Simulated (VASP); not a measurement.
# ZnO (P6_3mc) in VASP: a series of runs

ZnO is run at these levels: PBEsol; tasks: vibrations by perturbation theory.

Program: VASP 6.6.1. These are calculated values, not measurements. Logs are shortened: lines on timing, memory, paths and dates and some standing lists are left out, and cuts for length are marked.

### 1 The cell of the first run

Symmetry: P6_3mc, No. 186, hexagonal system. Conventional cell: a = 3.139 Å, b = 3.139 Å, c = 5.068 Å, α = 90.00°, β = 90.00°, γ = 120.00°. Within 2.5 Å of Zn (site symmetry 3m) lie 4 O at 1.91 to 1.92 Å. O (site symmetry 3m) has 4 Zn at 1.91 to 1.92 Å within 2.5 Å.

### 2 Vibrations by perturbation theory, PBEsol

Contents of INCAR:

```
SYSTEM = ZnO
  PREC = Accurate
  ENCUT = 520
  EDIFF = 1E-8
  ISMEAR = 0
  SIGMA = 0.01
  LREAL = .False.
  LASPH = .True.
  NELM = 60
  ALGO = Normal
  ISIF = 2
  LWAVE = .False.
  LCHARG = .False.
  GGA = PS
  NBANDS = 26
  IBRION = 8
  NSW = 1
```

Contents of KPOINTS:

```
Automatic mesh
0
Gamma
  8 8 4
  0 0 0
```

Contents of POSCAR:

```
ZnO
1.0
    3.1390870580      0.0000000000      0.0000000000
   -1.5695435290      2.7185291369      0.0000000000
    0.0000000000      0.0000000000      5.0679598424
Zn O
2 2
Direct
    0.3333333333      0.6666666667      0.5001232048
    0.6666666667      0.3333333333      0.0001232048
    0.6666666667      0.3333333333      0.3788867952
    0.3333333333      0.6666666667      0.8788867952
```

Potentials or basis: VASP PAW PBE potentials, release 64 (Zn, O).

Command:

```bash
$ cat potpaw_PBE.64/Zn/POTCAR potpaw_PBE.64/O/POTCAR > POTCAR
$ mpirun -np 1 vasp_std > vasp.out
```

OUTCAR:

```text
SYSTEM = ZnO
   PREC = Accurate
   ENCUT = 520
   EDIFF = 1E-8
   ISMEAR = 0
   LREAL = .False.
   LASPH = .True.
   NELM = 60
   ISIF = 2
   GGA = PS
   IBRION = 8
   NSW = 1

 ion  position               nearest neighbor table
   1  0.333  0.667  0.500-   3 1.91   3 1.91   3 1.91   4 1.92
   2  0.667  0.333  0.000-   4 1.91   4 1.91   4 1.91   3 1.92
   3  0.667  0.333  0.379-   1 1.91   1 1.91   1 1.91   2 1.92
   4  0.333  0.667  0.879-   2 1.91   2 1.91   2 1.91   1 1.92

  LATTYP: Found a hexagonal cell.
 ALAT       =     3.1390870580
 C/A-ratio  =     1.6144693501

  Lattice vectors:

 A1 = (   3.1390870580,   0.0000000000,   0.0000000000)
 A2 = (  -1.5695435290,   2.7185291369,   0.0000000000)
 A3 = (   0.0000000000,   0.0000000000,   5.0679598424)

Analysis of symmetry for initial positions (statically):
=====================================================================
 Subroutine PRICEL returns:
 Original cell was already a primitive cell.

 Routine SETGRP: Setting up the symmetry group for a
 hexagonal supercell.

 Subroutine GETGRP returns: Found 12 space group operations
 (whereof  6 operations were pure point group operations)
 out of a pool of 24 trial point group operations.

The static configuration has the point symmetry C_3v.
 The point group associated with its full space group is C_6v.

Analysis of symmetry for dynamics (positions and initial velocities):
=====================================================================
 Subroutine PRICEL returns:
 Original cell was already a primitive cell.

 Routine SETGRP: Setting up the symmetry group for a
 hexagonal supercell.

 Subroutine GETGRP returns: Found 12 space group operations
 (whereof  6 operations were pure point group operations)
 out of a pool of 24 trial point group operations.

The dynamic configuration has the point symmetry C_3v.
 The point group associated with its full space group is C_6v.

 Subroutine INISYM returns: Found 12 space group operations
 (whereof  6 operations are pure point group operations),
 and found     1 'primitive' translations

----------------------------------------------------------------------------------------

                                     Primitive cell

  volume of cell :      43.2484

  direct lattice vectors                    reciprocal lattice vectors
     3.139087058  0.000000000  0.000000000     0.318563959  0.183922987  0.000000000
    -1.569543529  2.718529137  0.000000000     0.000000000  0.367845975  0.000000000
     0.000000000  0.000000000  5.067959842     0.000000000  0.000000000  0.197318059

  length of vectors
     3.139087058  3.139087058  5.067959842     0.367845975  0.367845975  0.197318059

  position of ions in fractional coordinates (direct lattice)
     0.333333333  0.666666667  0.500123205
     0.666666667  0.333333333  0.000123205
     0.666666667  0.333333333  0.378886795
     0.333333333  0.666666667  0.878886795

  ion indices of the primitive-cell ions
   primitive index   ion index
                 1           1
                 2           2
                 3           3
                 4           4

----------------------------------------------------------------------------------------

 KPOINTS: Automatic mesh

Automatic generation of k-mesh.
 Grid dimensions read from file:
 generate k-points for:    8    8    4

 Generating k-lattice:

  Cartesian coordinates                     Fractional coordinates (reciprocal lattice)
     0.039820495  0.022990373  0.000000000     0.125000000  0.000000000  0.000000000
     0.000000000  0.045980747  0.000000000     0.000000000  0.125000000  0.000000000
     0.000000000  0.000000000  0.049329515     0.000000000  0.000000000  0.250000000

  Length of vectors
     0.045980747  0.045980747  0.049329515
[... 64 lines left out ...]
   PSTRESS=    0.0 pullay stress
   NELECT =      36.0000    total number of electrons
   NUPDOWN=      -1.0000    fix difference up-down
   EMIN   =  10.00;   EMAX   =-10.00  energy-range for DOS
   EFERMI =   0.00;   METHOD = LEGACY
   ISMEAR =     0;   SIGMA  =   0.01  broadening in eV -4-tet -1-fermi 0-gaus
   EFERMI_NEDOS =   21; number of points for ismear=-14 and -15
   IALGO  =     38    algorithm
   IMIX   =      4    mixing-type and parameters
     AMIX     =   0.40;   BMIX     =  1.00
     AMIX_MAG =   1.60;   BMIX_MAG =  1.00
  volume/ion in A,a.u.               =      10.81        72.96
  Fermi-wavevector in a.u.,A,eV,Ry     =   1.539993  2.910165 32.267295  2.371579
  Thomas-Fermi vector in A             =   2.646143
   LORBIT       =      0    0 simple, 1 ext, 2 COOP (PROOUT), +10 PAW based schemes
   GGA     = PS    functional components
   LHFCALC =     F    Hartree Fock is set to
   AEXX    =    0.0000 exact exchange contribution
   IVDW    =     0    specifies the selected vdW correction
   LEPSILON=     F    determine dielectric tensor
   LRPA    =     F    only Hartree local field effects (RPA)
 non-spin polarized calculation
 Gauss-broadening in eV      SIGMA  =   0.01
  energy-cutoff  :      520.00
  volume of cell :       43.25
 maximum number of plane-waves:      1184
 NGX is ok and might be reduce to    24
   NGX = 11   NGY = 11   NGZ = 19

--------------------------------------- Ionic step        1  -------------------------------------------

 number of electron      35.9999960 magnetization

 Free energy of the ion-electron system (eV)
  ---------------------------------------------------
  ext. energy  EPLUGINS =         0.00000000
  ---------------------------------------------------
  free energy    TOTEN  =       -19.20890904 eV

  energy without entropy =      -19.20890904  energy(sigma->0) =      -19.20890904

 E-fermi :   2.0356     XC(G=0): -11.7106

 val. band max:        1.9835122112   @ k =   0.0000   0.0000   0.0000
 cond. band min:       2.7943758088   @ k =   0.0000   0.0000   0.0000
 fundamental gap:      0.8108635977
 Fermi energy:         2.0356086469

 k-point     1 :       0.0000    0.0000    0.0000
  band No.  band energies     occupation
      1     -16.9050      2.00000
      2     -16.0050      2.00000
      3      -4.5567      2.00000
      4      -4.2736      2.00000
      5      -4.2736      2.00000
      6      -4.2225      2.00000
[... 685 lines left out ...]
     25      16.1388      0.00000
     26      16.1388      0.00000

 [... further k-points ...]
[... 5 lines left out ...]
  --------------------------------------------------------------------------------------
  -------------------------------------------------------------------------------------
  Total        4.4415869      4.4415869      4.4491652      0.0000000     -0.0000000      0.0000000
  in kB      164.5425510    164.5425510    164.8232966      0.0000000     -0.0000000      0.0000000
  external PRESSURE =     164.6361329 kB  Pullay stress =       0.0000000 kB

 VOLUME and BASIS-vectors are now :
 -----------------------------------------------------------------------------
  energy-cutoff  :      520.00
  volume of cell :       43.25
      direct lattice vectors                 reciprocal lattice vectors
     3.139087058  0.000000000  0.000000000     0.318563959  0.183922987  0.000000000
    -1.569543529  2.718529137  0.000000000     0.000000000  0.367845975  0.000000000
     0.000000000  0.000000000  5.067959842     0.000000000  0.000000000  0.197318059

 POSITION                                       TOTAL-FORCE (eV/Angst)
 -----------------------------------------------------------------------------------
     -0.00000      1.81235      2.53460         0.000000      0.000000      0.000935
      1.56954      0.90618      0.00062        -0.000000     -0.000000      0.000935
      1.56954      0.90618      1.92018        -0.000000     -0.000000     -0.000935
     -0.00000      1.81235      4.45416         0.000000     -0.000000     -0.000935
 -----------------------------------------------------------------------------------
    total drift:                               -0.000000     -0.000001     -0.000059

  FREE ENERGIE OF THE ION-ELECTRON SYSTEM (eV)
  ---------------------------------------------------
  free  energy   TOTEN  =       -19.2089090398 eV

  energy  without entropy=      -19.2089090398  energy(sigma->0) =      -19.20890904

[... ionic steps 2 to 9 ...]

--------------------------------------- Ionic step       10  -------------------------------------------

------------------------ aborting loop because EDIFF is reached ----------------------------------------

[... ionic steps 11 to 11 ...]

--------------------------------------- Ionic step       12  -------------------------------------------

 Free energy of the ion-electron system (eV)
  ---------------------------------------------------
  ---------------------------------------------------
  free energy    TOTEN  =        -0.37734007 eV

  energy without entropy =       -0.37734007

------------------------ aborting loop because EDIFF is reached ----------------------------------------

 INTERNAL STRAIN TENSOR  FOR ION    3  DIRECTION 3   (eV/Angst):
 -----------------------------------------------------------------------------
     7.41459 -0.00000  0.00000
    -0.00000  7.41459  0.00000
     0.00000 -0.00000-14.59455

 INTERNAL STRAIN TENSOR FOR ION    4 for displacements in x,y,z  (eV/Angst):
          X           Y           Z          XY          YZ          ZX
  --------------------------------------------------------------------------------
  x     0.00000     0.00000     0.00000   -12.38738    -0.00000     7.18498
  y   -12.38738    12.38738    -0.00000    -0.00000     7.43998     0.00000
  z     7.41459     7.41459   -14.59455     0.00000     0.00000     0.00000

 SECOND DERIVATIVES (NOT SYMMETRIZED)
 ------------------------------------
               1X          1Y          1Z          2X          2Y          2Z          3X          3Y          3Z          4X          4Y          4Z
  1X   -10.514736    0.000000   -0.000000    0.391143    0.000000   -0.000000   10.602273    0.000000   -0.000000   -0.478680    0.000000    0.000000
  1Y    -0.000000  -10.514736    0.000000    0.000000    0.391143    0.000000   -0.000000   10.602273    0.000000    0.000000   -0.478680    0.000000
  1Z     0.000000   -0.000000  -14.932587    0.000000    0.000000    5.491631    0.000000    0.000000    1.368808    0.000000    0.000000    8.072148
  2X     0.391143    0.000000    0.000000  -10.514736    0.000000    0.000000   -0.478680   -0.000000    0.000000   10.602273    0.000000    0.000000
  2Y     0.000000    0.391143    0.000000   -0.000000  -10.514736    0.000000    0.000000   -0.478680    0.000000   -0.000000   10.602273   -0.000000
  2Z     0.000000   -0.000000    5.491631    0.000000    0.000000  -14.932587    0.000000   -0.000000    8.072148    0.000000    0.000000    1.368808
  3X    10.648194    0.000000    0.000000   -0.440288    0.000000    0.000000  -11.315628    0.000000    0.000000    1.107721   -0.000000   -0.000000
  3Y     0.000000   10.648194    0.000000    0.000000   -0.440288    0.000000    0.000000  -11.315628    0.000000    0.000000    1.107721    0.000000
  3Z     0.000000   -0.000000    1.313819    0.000000   -0.000000    8.133405    0.000000    0.000000  -15.109442    0.000000   -0.000000    5.662219
  4X    -0.440288    0.000000    0.000000   10.648194    0.000000    0.000000    1.107721    0.000000    0.000000  -11.315628    0.000000    0.000000
  4Y     0.000000   -0.440288    0.000000    0.000000   10.648194   -0.000000    0.000000    1.107721    0.000000    0.000000  -11.315628    0.000000
  4Z     0.000000    0.000000    8.133405    0.000000    0.000000    1.313819    0.000000    0.000000    5.662219    0.000000    0.000000  -15.109442

 Eigenvectors and eigenvalues of the dynamical matrix
 ----------------------------------------------------

   1 f  =   18.101716 THz   113.736439 2PiTHz  603.808268 cm-1    74.862650 meV
             X         Y         Z           dx          dy          dz
     -0.000000  1.812353  2.534604    -0.000000    0.000000   -0.140853
      1.569544  0.906176  0.000624     0.000000   -0.000000    0.140853
      1.569544  0.906176  1.920183     0.000000   -0.000000   -0.692936
     -0.000000  1.812353  4.454163    -0.000000    0.000000    0.692936
[... 71 lines left out ...]
  12 f/i=    0.022883 THz     0.143780 2PiTHz    0.763305 cm-1     0.094638 meV
             X         Y         Z           dx          dy          dz
     -0.000000  1.812353  2.534604    -0.317248   -0.549285   -0.000000
      1.569544  0.906176  0.000624    -0.317248   -0.549285   -0.000000
      1.569544  0.906176  1.920183    -0.156280   -0.270585   -0.000000
     -0.000000  1.812353  4.454163    -0.156280   -0.270585   -0.000000

--------------------------------------------------------------------------------------------------------

 ELASTIC MODULI CONTR FROM IONIC RELAXATION (kBar)
 Direction    XX          YY          ZZ          XY          YZ          ZX
 --------------------------------------------------------------------------------
 XX       -1347.0957    486.9033    847.1549      0.0000     -0.0000      0.0000
 YY         486.9033  -1347.0957    847.1549     -0.0000     -0.0000     -0.0000
 ZZ         847.1549    847.1549  -1668.6301     -0.0000     -0.0000      0.0000
 XY           0.0000     -0.0000     -0.0000   -916.9995     -0.0000      0.0000
 YZ           0.0000     -0.0000     -0.0000     -0.0000   -383.0108      0.0000
 ZX           0.0000     -0.0000      0.0000      0.0000      0.0000   -380.0348
 --------------------------------------------------------------------------------
```

Wall time 9.3 min (1 thread of Intel Xeon 8259CL, shared host); peak memory 0.46 GiB.

Results:

```
Highest phonon frequency at Γ, LO-TO splitting left out : 604 cm⁻¹
```

Phonon frequencies in cm⁻¹ (negative: imaginary):
| q point | frequencies |
| --- | --- |
| (0.000, 0.000, 0.000) | -1 -1 0 59 59 271 447 464 464 503 503 604 |

Caveat: the cell stands under pressure or tension, which shifts response properties; the PAW data sets were made with another functional, which shifts forces and pressure a little.

### 3 Vibrations by perturbation theory, PBEsol

This run uses another cell than the first one, of 11.09 Å³/atom.

Contents of INCAR:

```
ALGO = Normal
EDIFF = 1E-8
ENCUT = 520
GGA = PS
IBRION = 8
ISIF = 2
ISMEAR = 0
LASPH = T
LCHARG = T
LREAL = F
LWAVE = F
NELM = 60
NSW = 1
PREC = Accurate
SIGMA = 0.01
```

Contents of KPOINTS:

```
k-points
0
Gamma
  8 8 4
```

Contents of POSCAR:

```
ZnO
1.0
    3.1656096103      0.0000000000      0.0000000000
   -1.5828048052      2.7414983410      0.0000000000
    0.0000000000      0.0000000000      5.1107264461
Zn O
2 2
Direct
    0.3333333333      0.6666666667      0.5000968684
    0.6666666667      0.3333333333      0.0000968684
    0.6666666667      0.3333333333      0.3789131316
    0.3333333333      0.6666666667      0.8789131316
```

Potentials or basis: VASP PAW PBE potentials, release 64 (Zn, O).

Command:

```bash
$ cat potpaw_PBE.64/Zn/POTCAR potpaw_PBE.64/O/POTCAR > POTCAR
$ mpirun -np 1 vasp_std > vasp.out
```

OUTCAR:

```text
EDIFF = 1E-8
   ENCUT = 520
   GGA = PS
   IBRION = 8
   ISIF = 2
   ISMEAR = 0
   LASPH = T
   LREAL = F
   NELM = 60
   NSW = 1
   PREC = Accurate

 ion  position               nearest neighbor table
   1  0.333  0.667  0.500-   3 1.93   3 1.93   3 1.93   4 1.94
   2  0.667  0.333  0.000-   4 1.93   4 1.93   4 1.93   3 1.94
   3  0.667  0.333  0.379-   1 1.93   1 1.93   1 1.93   2 1.94
   4  0.333  0.667  0.879-   2 1.93   2 1.93   2 1.93   1 1.94

  LATTYP: Found a hexagonal cell.
 ALAT       =     3.1656096103
 C/A-ratio  =     1.6144525306

  Lattice vectors:

 A1 = (   3.1656096103,   0.0000000000,   0.0000000000)
 A2 = (  -1.5828048052,   2.7414983410,   0.0000000000)
 A3 = (   0.0000000000,   0.0000000000,   5.1107264461)
[... 864 lines left out ...]
  1Z    -0.000000   -0.000000  -13.842303    0.000000    0.000000    5.276968   -0.000000    0.000000    1.442400    0.000000    0.000000    7.122935
  2X     0.393739   -0.000000    0.000000   -9.702278    0.000000    0.000000   -0.302877    0.000000    0.000000    9.611415   -0.000000    0.000000
  2Y    -0.000000    0.393739    0.000000    0.000000   -9.702278    0.000000    0.000000   -0.302877    0.000000   -0.000000    9.611415    0.000000
  2Z    -0.000000    0.000000    5.276968    0.000000    0.000000  -13.842303   -0.000000   -0.000000    7.122935    0.000000   -0.000000    1.442400
  3X     9.619653   -0.000000   -0.000000   -0.301133    0.000000    0.000000  -10.376197    0.000000    0.000000    1.057677   -0.000000    0.000000
  3Y    -0.000000    9.619653    0.000000    0.000000   -0.301133    0.000000    0.000000  -10.376197    0.000000   -0.000000    1.057677    0.000000
  3Z     0.000000    0.000000    1.403216    0.000000    0.000000    7.174856   -0.000000    0.000000  -14.035189   -0.000000    0.000000    5.457116
  4X    -0.301133    0.000000    0.000000    9.619653   -0.000000    0.000000    1.057677   -0.000000    0.000000  -10.376197    0.000000    0.000000
  4Y     0.000000   -0.301133    0.000000   -0.000000    9.619653   -0.000000   -0.000000    1.057677   -0.000000    0.000000  -10.376197   -0.000000
  4Z    -0.000000   -0.000000    7.174856   -0.000000   -0.000000    1.403216    0.000000    0.000000    5.457116    0.000000    0.000000  -14.035189

 Eigenvectors and eigenvalues of the dynamical matrix
 ----------------------------------------------------

   1 f  =   17.485290 THz   109.863319 2PiTHz  583.246506 cm-1    72.313318 meV
             X         Y         Z           dx          dy          dz
     -0.000000  1.827666  2.555858    -0.000000    0.000000   -0.128416
      1.582805  0.913833  0.000495     0.000000   -0.000000    0.128416
      1.582805  0.913833  1.936521     0.000000   -0.000000   -0.695348
     -0.000000  1.827666  4.491885    -0.000000    0.000000    0.695348
[... 71 lines left out ...]
  12 f/i=    0.003769 THz     0.023679 2PiTHz    0.125708 cm-1     0.015586 meV
             X         Y         Z           dx          dy          dz
     -0.000000  1.827666  2.555858    -0.000000   -0.000000   -0.633897
      1.582805  0.913833  0.000495    -0.000000   -0.000000   -0.633897
      1.582805  0.913833  1.936521    -0.000000   -0.000000   -0.313329
     -0.000000  1.827666  4.491885    -0.000000   -0.000000   -0.313329

--------------------------------------------------------------------------------------------------------

 ELASTIC MODULI CONTR FROM IONIC RELAXATION (kBar)
 Direction    XX          YY          ZZ          XY          YZ          ZX
 --------------------------------------------------------------------------------
 XX       -1143.2925    424.0342    708.7221      0.0000     -0.0000     -0.0000
 YY         424.0342  -1143.2925    708.7221      0.0000      0.0000     -0.0000
 ZZ         708.7221    708.7221  -1396.6803     -0.0000      0.0000      0.0000
 XY           0.0000      0.0000     -0.0000   -783.6633      0.0000      0.0000
 YZ          -0.0000      0.0000      0.0000      0.0000   -320.8770      0.0000
 ZX           0.0000     -0.0000      0.0000      0.0000      0.0000   -317.0833
 --------------------------------------------------------------------------------
```

OSZICAR:

```text
N       E                     dE             d eps       ncg     rms          rms(c)
DAV:   1     0.288857537967E+03    0.28886E+03   -0.18880E+04  1328   0.242E+03
DAV:   2     0.747072257869E+01   -0.28139E+03   -0.27203E+03  1422   0.450E+02
DAV:   3    -0.216058605384E+02   -0.29077E+02   -0.28886E+02  1554   0.155E+02
DAV:   4    -0.221278849387E+02   -0.52202E+00   -0.52162E+00  1488   0.222E+01
[... 79 lines left out ...]
RMM:  12    -0.376931523221E+00    0.72661E-07    0.10810E-08  2653   0.468E-05    0.695E-06
RMM:  13    -0.376931588941E+00   -0.65720E-07    0.11630E-09  2459   0.197E-05    0.359E-06
RMM:  14    -0.376931614513E+00   -0.25572E-07    0.10352E-09  2489   0.678E-06    0.792E-07
RMM:  15    -0.376931614222E+00    0.29083E-09    0.97048E-10  1647   0.157E-06    0.464E-07
 Linear response finished
```

Wall time 8.4 min (1 thread of Intel Xeon 8259CL, shared host); peak memory 0.42 GiB.

Results:

```yaml
Highest_phonon_frequency_at_Γ_LO-TO_splitting_left_out: 583 cm⁻¹
```

Phonon frequencies in cm⁻¹ (negative: imaginary):
| q point | frequencies |
| --- | --- |
| (0.000, 0.000, 0.000) | 0 0 0 72 72 266 426 444 444 481 481 583 |

Caveat: the cell stands under pressure or tension, which shifts response properties; the PAW data sets were made with another functional, which shifts forces and pressure a little.
